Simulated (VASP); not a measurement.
# Yb (Fm-3m) in VASP: a series of runs

Yb is run at these levels: PBE+U; tasks: single point.

All numbers are computed with VASP 6.6.1; they aren't measurements. Logs are shortened: lines on timing, memory, paths and dates and some standing lists are left out, and cuts for length are marked.

### Step 1. The cell of the first run

It takes space group Fm-3m (No. 225, cubic). The conventional cell has a = 5.486 Å, b = 5.486 Å, c = 5.486 Å, α = 90.00°, β = 90.00°, γ = 90.00°. Within 5.1 Å of Yb (site symmetry m-3m) lie 12 Yb at 3.88 Å.

### Step 2. Single point, PBE+U, collinear spin, ferromagnetic start

Input file INCAR:

```
SYSTEM = Yb
ALGO = Normal
EDIFF = 1E-6
ENCUT = 520
GGA = PE
ISIF = 2
ISMEAR = -1
ISPIN = 2
LASPH = .TRUE.
LCHARG = .FALSE.
LDAU = .TRUE.
LDAUJ = 0
LDAUL = 3
LDAUPRINT = 1
LDAUTYPE = 2
LDAUU = 5.2
LMAXMIX = 6
LORBIT = 11
LREAL = .FALSE.
LWAVE = .FALSE.
MAGMOM = 0.88
NBANDS = 22
NELM = 150
NUPDOWN = 0.88
PREC = Accurate
SIGMA = 0.1
```

Input file KPOINTS:

```
k-points
0
G
  10 10 10
  0 0 0
```

Input file POSCAR:

```
Yb
1.0
    0.0000000000      2.7431000000      2.7431000000
    2.7431000000      0.0000000000      2.7431000000
    2.7431000000      2.7431000000      0.0000000000
Yb
1
Direct
    0.0000000000      0.0000000000      0.0000000000
```

Potentials or basis: VASP PAW PBE potentials, release 64 (Yb).

Started as:

```console
> cat potpaw_PBE.64/Yb/POTCAR > POTCAR
> mpirun -np 1 vasp_std > vasp.out
```

OUTCAR:

```text
SYSTEM = Yb
   EDIFF = 1E-6
   ENCUT = 520
   GGA = PE
   ISIF = 2
   ISMEAR = -1
   ISPIN = 2
   LASPH = .TRUE.
   LORBIT = 11
   LREAL = .FALSE.
   NELM = 150
   NUPDOWN = 0.88
   PREC = Accurate

 ion  position               nearest neighbor table
   1  0.000  0.000  0.000-

  LATTYP: Found a face centered cubic cell.
 ALAT       =     5.4862000000

  Lattice vectors:

 A1 = (   0.0000000000,   2.7431000000,   2.7431000000)
 A2 = (   2.7431000000,   0.0000000000,   2.7431000000)
 A3 = (   2.7431000000,   2.7431000000,   0.0000000000)

Analysis of symmetry for initial positions (statically):
=====================================================================
 Subroutine PRICEL returns:
 Original cell was already a primitive cell.

 Routine SETGRP: Setting up the symmetry group for a
 face centered cubic supercell.

 Subroutine GETGRP returns: Found 48 space group operations
 (whereof 48 operations were pure point group operations)
 out of a pool of 48 trial point group operations.

The static configuration has the point symmetry O_h .

Analysis of symmetry for dynamics (positions and initial velocities):
=====================================================================
 Subroutine PRICEL returns:
 Original cell was already a primitive cell.

 Routine SETGRP: Setting up the symmetry group for a
 face centered cubic supercell.

 Subroutine GETGRP returns: Found 48 space group operations
 (whereof 48 operations were pure point group operations)
 out of a pool of 48 trial point group operations.

The dynamic configuration has the point symmetry O_h .

Analysis of structural, dynamic, and magnetic symmetry:
=====================================================================
 Subroutine PRICEL returns:
 Original cell was already a primitive cell.

 Routine SETGRP: Setting up the symmetry group for a
 face centered cubic supercell.

 Subroutine GETGRP returns: Found 48 space group operations
 (whereof 48 operations were pure point group operations)
 out of a pool of 48 trial point group operations.

The overall configuration has the point symmetry O_h .

 Subroutine INISYM returns: Found 48 space group operations
 (whereof 48 operations are pure point group operations),
 and found     1 'primitive' translations

----------------------------------------------------------------------------------------

                                     Primitive cell

  volume of cell :      41.2814

  direct lattice vectors                    reciprocal lattice vectors
     0.000000000  2.743100000  2.743100000    -0.182275528  0.182275528  0.182275528
     2.743100000  0.000000000  2.743100000     0.182275528 -0.182275528  0.182275528
     2.743100000  2.743100000  0.000000000     0.182275528  0.182275528 -0.182275528

  length of vectors
     3.879329223  3.879329223  3.879329223     0.315710475  0.315710475  0.315710475

  position of ions in fractional coordinates (direct lattice)
     0.000000000  0.000000000  0.000000000

  ion indices of the primitive-cell ions
   primitive index   ion index
                 1           1

----------------------------------------------------------------------------------------

 KPOINTS: k-points

Automatic generation of k-mesh.
 Grid dimensions read from file:
 generate k-points for:   10   10   10

 Generating k-lattice:

  Cartesian coordinates                     Fractional coordinates (reciprocal lattice)
    -0.018227553  0.018227553  0.018227553     0.100000000  0.000000000  0.000000000
     0.018227553 -0.018227553  0.018227553     0.000000000  0.100000000  0.000000000
     0.018227553  0.018227553 -0.018227553     0.000000000  0.000000000  0.100000000

[... 47 lines left out ...]
   PREC   = accura    normal or accurate (medium, high low for compatibility)
   ISTART =      0    job   : 0-new  1-cont  2-samecut
   ICHARG =      2    charge: 1-file 2-atom 10-const
   ISPIN  =      2    spin polarized calculation?
   LNONCOLLINEAR =      F non collinear calculations
   LSORBIT =      F    spin-orbit coupling
   LASPH  =      T    aspherical Exc in radial PAW
   ENCUT  =  520.0 eV  38.22 Ry    6.18 a.u.   7.21  7.21  7.21*2*pi/ulx,y,z
   NELM   =    150;   NELMIN=  2; NELMDL= -5     # of ELM steps
   EDIFF  = 0.1E-05   stopping-criterion for ELM
   LREAL  =      F    real-space projection
   EDIFFG = 0.1E-04   stopping-criterion for IOM
   NSW    =      0    number of steps for IOM
   IBRION =     -1    ionic relax: 0-MD 1-quasi-New 2-CG
   NFREE  =      0    steps in history (QN), initial steepest desc. (CG)
   ISIF   =      2    stress and relaxation
   ISYM   =      2    0-nonsym 1-usesym 2-fastsym
   POTIM  = 0.5000    time-step for ionic-motion
   TEBEG  =    0.0;   TEEND  =   0.0 temperature during run
   PSTRESS=    0.0 pullay stress
   NELECT =      24.0000    total number of electrons
   NUPDOWN=       0.8800    fix difference up-down
   EMIN   =  10.00;   EMAX   =-10.00  energy-range for DOS
   EFERMI =   0.00;   METHOD = LEGACY
   ISMEAR =    -1;   SIGMA  =   0.10  broadening in eV -4-tet -1-fermi 0-gaus
   EFERMI_NEDOS =   21; number of points for ismear=-14 and -15
   IALGO  =     38    algorithm
   IMIX   =      4    mixing-type and parameters
     AMIX     =   0.40;   BMIX     =  1.00
     AMIX_MAG =   1.60;   BMIX_MAG =  1.00
  volume/ion in A,a.u.               =      41.28       278.58
  Fermi-wavevector in a.u.,A,eV,Ry     =   1.366345  2.582017 25.400687  1.866898
  Thomas-Fermi vector in A             =   2.492493
   LORBIT       =     11    0 simple, 1 ext, 2 COOP (PROOUT), +10 PAW based schemes
 LDA+U is selected, type is set to LDAUTYPE =  2
   angular momentum for each species LDAUL =     3
   U (eV)           for each species LDAUU =   5.2
   J (eV)           for each species LDAUJ =   0.0
   GGA     = PE    functional components
   LHFCALC =     F    Hartree Fock is set to
   AEXX    =    0.0000 exact exchange contribution
   IVDW    =     0    specifies the selected vdW correction
   LEPSILON=     F    determine dielectric tensor
   LRPA    =     F    only Hartree local field effects (RPA)
 spin polarized calculation
  energy-cutoff  :      520.00
  volume of cell :       41.28
 maximum number of plane-waves:      1139
 NGX is ok and might be reduce to    30
   NGX = 15   NGY = 15   NGZ = 15

atom =   1  type =  1  l = 3

 onsite density matrix

spin component  1

  0.9872  0.0000 -0.0006  0.0000  0.0000 -0.0000  0.0000
  0.0000  0.9842 -0.0000 -0.0000 -0.0000  0.0000  0.0000
 -0.0006 -0.0000  0.9876  0.0000  0.0000 -0.0000 -0.0000
  0.0000 -0.0000  0.0000  0.9867  0.0000  0.0000 -0.0000
  0.0000 -0.0000  0.0000  0.0000  0.9876  0.0000  0.0006
 -0.0000  0.0000 -0.0000  0.0000  0.0000  0.9881 -0.0000
  0.0000  0.0000 -0.0000 -0.0000  0.0006 -0.0000  0.9872

spin component  2

  0.9848  0.0000 -0.0001 -0.0000 -0.0000 -0.0000  0.0000
  0.0000  0.9837 -0.0000  0.0000 -0.0000  0.0000  0.0000
 -0.0001 -0.0000  0.9848  0.0000  0.0000 -0.0000  0.0000
 -0.0000  0.0000  0.0000  0.9847  0.0000  0.0000  0.0000
 -0.0000 -0.0000  0.0000  0.0000  0.9848  0.0000  0.0001
 -0.0000  0.0000 -0.0000  0.0000  0.0000  0.9849 -0.0000
  0.0000  0.0000  0.0000  0.0000  0.0001 -0.0000  0.9848

 occupancies and eigenvectors

  o =  0.9837  v =  0.0000  0.0000  0.0000  0.0000  0.0000  0.0000  0.0000  0.0000 -1.0000 -0.0000 -0.0000 -0.0000  0.0000 -0.0000      0.0000  0.0000  0.0000  0.0000  0.0000  0.0000  0.0000  0.0000  0.0000  0.0000  0.0000  0.0000  0.0000  0.0000
  o =  0.9842  v =  0.0000  1.0000  0.0000  0.0000 -0.0000 -0.0000 -0.0000  0.0000  0.0000  0.0000  0.0000  0.0000  0.0000  0.0000      0.0000  0.0000  0.0000  0.0000  0.0000  0.0000  0.0000  0.0000  0.0000  0.0000  0.0000  0.0000  0.0000  0.0000
  o =  0.9847  v =  0.0000  0.0000  0.0000  0.0000  0.0000  0.0000  0.0000  0.0000  0.0000  0.0000  0.0114 -0.6123  0.0000  0.7905      0.0000  0.0000  0.0000  0.0000  0.0000  0.0000  0.0000  0.0000  0.0000  0.0000  0.0000  0.0000  0.0000  0.0000
  o =  0.9847  v =  0.0000  0.0000  0.0000  0.0000  0.0000  0.0000  0.0000 -0.7906  0.0000 -0.6124 -0.0000 -0.0000 -0.0000  0.0000      0.0000  0.0000  0.0000  0.0000  0.0000  0.0000  0.0000  0.0000  0.0000  0.0000  0.0000  0.0000  0.0000  0.0000
  o =  0.9847  v =  0.0000  0.0000  0.0000  0.0000  0.0000  0.0000  0.0000  0.0000 -0.0000 -0.0000  0.9999  0.0070 -0.0000 -0.0090      0.0000  0.0000  0.0000  0.0000  0.0000  0.0000  0.0000  0.0000  0.0000  0.0000  0.0000  0.0000  0.0000  0.0000
  o =  0.9849  v =  0.0000  0.0000  0.0000  0.0000  0.0000  0.0000  0.0000  0.0000  0.0000 -0.0000  0.0000 -0.0053  1.0000 -0.0041      0.0000  0.0000  0.0000  0.0000  0.0000  0.0000  0.0000  0.0000  0.0000  0.0000  0.0000  0.0000  0.0000  0.0000
  o =  0.9849  v =  0.0000  0.0000  0.0000  0.0000  0.0000  0.0000  0.0000  0.0000  0.0000 -0.0000  0.0000 -0.7906 -0.0067 -0.6124      0.0000  0.0000  0.0000  0.0000  0.0000  0.0000  0.0000  0.0000  0.0000  0.0000  0.0000  0.0000  0.0000  0.0000
  o =  0.9849  v =  0.0000  0.0000  0.0000  0.0000  0.0000  0.0000  0.0000 -0.6124 -0.0000  0.7906  0.0000  0.0000  0.0000 -0.0000      0.0000  0.0000  0.0000  0.0000  0.0000  0.0000  0.0000  0.0000  0.0000  0.0000  0.0000  0.0000  0.0000  0.0000
  o =  0.9867  v = -0.0001 -0.0000 -0.0001  0.9999 -0.0099 -0.0000  0.0128  0.0000  0.0000  0.0000  0.0000  0.0000  0.0000  0.0000      0.0000  0.0000  0.0000  0.0000  0.0000  0.0000  0.0000  0.0000  0.0000  0.0000  0.0000  0.0000  0.0000  0.0000
  o =  0.9867  v =  0.0007  0.0000  0.0006 -0.0162 -0.6123  0.0000  0.7905  0.0000  0.0000  0.0000  0.0000  0.0000  0.0000  0.0000      0.0000  0.0000  0.0000  0.0000  0.0000  0.0000  0.0000  0.0000  0.0000  0.0000  0.0000  0.0000  0.0000  0.0000
  o =  0.9867  v =  0.7906 -0.0000  0.6124  0.0001  0.0006  0.0000 -0.0007  0.0000  0.0000  0.0000  0.0000  0.0000  0.0000  0.0000      0.0000  0.0000  0.0000  0.0000  0.0000  0.0000  0.0000  0.0000  0.0000  0.0000  0.0000  0.0000  0.0000  0.0000
  o =  0.9881  v =  0.0025 -0.0000 -0.0032 -0.0000 -0.7875  0.0876 -0.6100  0.0000  0.0000  0.0000  0.0000  0.0000  0.0000  0.0000      0.0000  0.0000  0.0000  0.0000  0.0000  0.0000  0.0000  0.0000  0.0000  0.0000  0.0000  0.0000  0.0000  0.0000
  o =  0.9881  v = -0.6124 -0.0000  0.7906  0.0000 -0.0031  0.0007 -0.0024  0.0000  0.0000  0.0000  0.0000  0.0000  0.0000  0.0000      0.0000  0.0000  0.0000  0.0000  0.0000  0.0000  0.0000  0.0000  0.0000  0.0000  0.0000  0.0000  0.0000  0.0000
  o =  0.9881  v = -0.0002 -0.0000  0.0003 -0.0000 -0.0693 -0.9962 -0.0537  0.0000  0.0000  0.0000  0.0000  0.0000  0.0000  0.0000      0.0000  0.0000  0.0000  0.0000  0.0000  0.0000  0.0000  0.0000  0.0000  0.0000  0.0000  0.0000  0.0000  0.0000

 number of electron      23.9999992 magnetization       0.8800000

 Free energy of the ion-electron system (eV)
  ---------------------------------------------------
  ext. energy  EPLUGINS =         0.00000000
  ---------------------------------------------------
  free energy    TOTEN  =        -2.64670062 eV

  energy without entropy =       -2.59696512  energy(sigma->0) =       -2.62183287

 E-fermi :   0.3583     XC(G=0):  -8.7415

 val. band max:        1.3674599718   @ k =   0.5000   0.4000   0.0000
 cond. band min:       0.3879190235   @ k =   0.5000   0.2000   0.0000
 fundamental gap:     -0.9795409483
 Fermi energy:         1.4296354337

 spin component 1

 k-point     1 :       0.0000    0.0000    0.0000
  band No.  band energies     occupation
      1     -49.8528      1.00000
      2     -22.2989      1.00000
      3     -22.2989      1.00000
      4     -22.2989      1.00000
      5      -4.0211      1.00000
      6      -0.3622      1.00000
[... 1193 lines left out ...]
     21      13.5623      0.00000
     22      15.6005      0.00000

 [... further k-points ...]

------------------------ aborting loop because EDIFF is reached ----------------------------------------

  FORCE on cell =-STRESS in cart. coord.  units (eV):
  Direction    XX          YY          ZZ          XY          YZ          ZX
  --------------------------------------------------------------------------------------
  -------------------------------------------------------------------------------------
  Total       -0.1761427     -0.1761427     -0.1761427     -0.0000000      0.0000000      0.0000000
  in kB       -6.8362869     -6.8362869     -6.8362869     -0.0000000      0.0000000      0.0000000
  external PRESSURE =      -6.8362869 kB  Pullay stress =       0.0000000 kB

 VOLUME and BASIS-vectors are now :
 -----------------------------------------------------------------------------
  energy-cutoff  :      520.00
  volume of cell :       41.28
      direct lattice vectors                 reciprocal lattice vectors
     0.000000000  2.743100000  2.743100000    -0.182275528  0.182275528  0.182275528
     2.743100000  0.000000000  2.743100000     0.182275528 -0.182275528  0.182275528
     2.743100000  2.743100000  0.000000000     0.182275528  0.182275528 -0.182275528

 POSITION                                       TOTAL-FORCE (eV/Angst)
 -----------------------------------------------------------------------------------
      0.00000      0.00000      0.00000         0.000000     -0.000000     -0.000000
 -----------------------------------------------------------------------------------
    total drift:                               -0.000000     -0.000000     -0.000000

  FREE ENERGIE OF THE ION-ELECTRON SYSTEM (eV)
  ---------------------------------------------------
  free  energy   TOTEN  =        -2.6467006182 eV

  energy  without entropy=       -2.5969651227  energy(sigma->0) =       -2.62183287

 total charge

# of ion       s       p       d       f       tot
--------------------------------------------------
    1        2.182   6.013   0.196  13.796  22.187

 magnetization (x)

# of ion       s       p       d       f       tot
--------------------------------------------------
    1        0.025   0.068   0.140   0.016   0.248
```

Wall time 6.6 min (1 thread of AMD EPYC 7R43 (Zen 3), shared host); peak memory 0.21 GiB.

What came out:

```yaml
Free_energy: -2.6467 eV
Pressure: -0.7 GPa
Net_moment: 0.88 μB per cell
Site_moments: Yb +0.25 μB
Valence_electrons_inside_the_program's_atomic_spheres: Yb 22.19
```

Eigenvalues of the final occupation matrices:
```tsv
site	spin	trace	eigenvalues
site 1 f	1	6.91	0.98 0.99 0.99 0.99 0.99 0.99 0.99
site 1 f	2	6.89	0.98 0.98 0.98 0.98 0.98 0.98 0.98
```

Caveat: spin-orbit coupling is left out, which moves the levels of the heavy elements; the total moment is fixed, so each spin has its own Fermi level.

### Step 3. Single point, PBE+U, collinear spin

Input file INCAR:

```
PREC = Accurate
ENCUT = 520
EDIFF = 1E-6
ISMEAR = -1
SIGMA = 0.1
LREAL = False
LASPH = True
NELM = 150
ALGO = Normal
ISIF = 2
LWAVE = False
LCHARG = False
ISPIN = 2
MAGMOM = 0.1
LORBIT = 11
LMAXMIX = 6
LDAU = True
LDAUTYPE = 2
LDAUL = 3
LDAUU = 5.2
LDAUJ = 0
LDAUPRINT = 1
GGA = PE
NBANDS = 22
```

Input file KPOINTS:

```
Automatic mesh
0
Gamma
  10 10 10
```

POSCAR is that of step 2.

Potentials or basis: VASP PAW PBE potentials, release 64 (Yb).

Started as:

```console
> cat potpaw_PBE.64/Yb/POTCAR > POTCAR
> mpirun -np 1 vasp_std > vasp.out
```

Run time: 5.2 min. Hardware: 1 thread of AMD EPYC 7R43 (Zen 3), shared host; peak memory 0.21 GiB.

The run converged. Its results:

- Free energy: -2.8937 eV
- Pressure: -0.6 GPa
- Band gap on the k mesh: zero (filled and empty bands overlap)
- Net moment: 0.00 μB per cell
- Valence electrons inside the program's atomic spheres: Yb 22.19

Levels at points of the mesh, in eV from the Fermi level:
Spin up:
```tsv
k point	band 8	band 9	band 10	band 11	band 12	band 13	band 14	band 15	band 16	band 17
(0.00, 0.00, 0.00)	-1.37	-1.37	-1.31	-1.31	-1.31	2.97	2.97	2.97	4.88	4.88
(0.50, 0.00, 0.00)	-1.39	-1.34	-1.31	-1.31	-1.30	0.13	2.76	2.76	6.27	6.27
(0.50, 0.50, 0.00)	-1.36	-1.32	-1.32	-1.31	-0.91	0.44	1.36	6.28	6.52	6.52
```
Spin down:
```tsv
k point	band 8	band 9	band 10	band 11	band 12	band 13	band 14	band 15	band 16	band 17
(0.00, 0.00, 0.00)	-1.37	-1.37	-1.31	-1.31	-1.31	2.97	2.97	2.97	4.88	4.88
(0.50, 0.00, 0.00)	-1.39	-1.34	-1.31	-1.31	-1.30	0.13	2.76	2.76	6.27	6.27
(0.50, 0.50, 0.00)	-1.36	-1.32	-1.32	-1.31	-0.91	0.44	1.36	6.28	6.52	6.52
```

Eigenvalues of the final occupation matrices:
```
    site  spin  trace                         eigenvalues
site 1 f     1   6.91  0.98 0.99 0.99 0.99 0.99 0.99 0.99
site 1 f     2   6.91  0.98 0.99 0.99 0.99 0.99 0.99 0.99
```

Caveat: spin-orbit coupling is left out, which moves the levels of the heavy elements.
